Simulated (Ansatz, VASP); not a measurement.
**Two plane-wave programs on ZnSe**

```
Zn Se
1.0
     3.96250    0.00000    0.00000
     0.00000    3.96250    0.00000
     0.00000    0.00000    5.44129
Zn Se
2 2
Direct
  0.00000 0.00000 0.00000
  0.50000 0.50000 0.00000
  0.00000 0.50000 0.23199
  0.50000 0.00000 0.76801
```

Alike in both runs: task single point; functional PBEsol; k mesh 8 × 8 × 6; occupations gaussian, width 0.05 eV; no spin polarisation.

|  | VASP | Ansatz |
| --- | --- | --- |
| version | VASP 6.6.1 | Ansatz 0.2.0 |
| potentials or method | VASP PAW PBE potentials, release 64 (Zn, Se), cutoff 520 eV | scalar-relativistic, plane waves, PAW |
| valence electrons in the cell | 36 | 56 |

```tsv
	VASP	Ansatz	Ansatz less VASP
gap on the k mesh at the Fermi level (eV)	1.20	1.21	+0.015
least direct gap on the mesh (eV)	1.20	1.21	+0.015
pressure (GPa)	14.1	13.5	-0.55
traceless stress, the component that is largest in VASP (GPa)	-0.18	-0.10	+0.079
rms of the force components (eV/Å)	1.222	1.186	-0.0352
```

VASP's potentials were made for PBE, not for PBEsol, and Ansatz warns of the same on its side. Atom by atom the forces differ by 0.035 eV/Å (rms over components). VASP's potentials hold 36 valence electrons a cell and Ansatz's 56, so a difference there can come from the potentials and not from the codes.
